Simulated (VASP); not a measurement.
A run of VASP 6.6.1:

The input INCAR:

```
SYSTEM = Sr
  PREC = Accurate
  ENCUT = 520
  EDIFF = 1E-6
  ISMEAR = 0
  SIGMA = 0.15
  LREAL = .False.
  LASPH = .True.
  NELM = 60
  ALGO = Fast
  ISIF = 2
  LWAVE = .False.
  LCHARG = .True.
  GGA = PE
  LELF = .True.
  LVHAR = .True.
  NBANDS = 11
```

KPOINTS

```
Automatic mesh
0
Gamma
  16 16 16
  0 0 0
```

POSCAR

```
Sr
1.0
    0.0000000000      2.6577375269      3.9866062903
    2.6577375269      0.0000000000      3.9866062903
    2.6577375269      2.6577375269      0.0000000000
Sr
1
Direct
    0.0000000000      0.0000000000      0.0000000000
```

Potentials or basis: VASP PAW PBE potentials, release 64 (Sr_sv).

Run with:

```console
$ cat potpaw_PBE.64/Sr_sv/POTCAR > POTCAR
$ mpirun -np 1 vasp_std > vasp.out
```

Hardware: 1 thread of Intel(R) Xeon(R) Platinum 8488C (Sapphire Rapids), with other jobs on the host.

Question: Estimate the wall time of this run.

Answer: Wall time 2.8 min on 1 thread of Intel(R) Xeon(R) Platinum 8488C (Sapphire Rapids), with other jobs on the host, peak memory 0.34 GiB. Counts: scf iterations 12, k points 349.
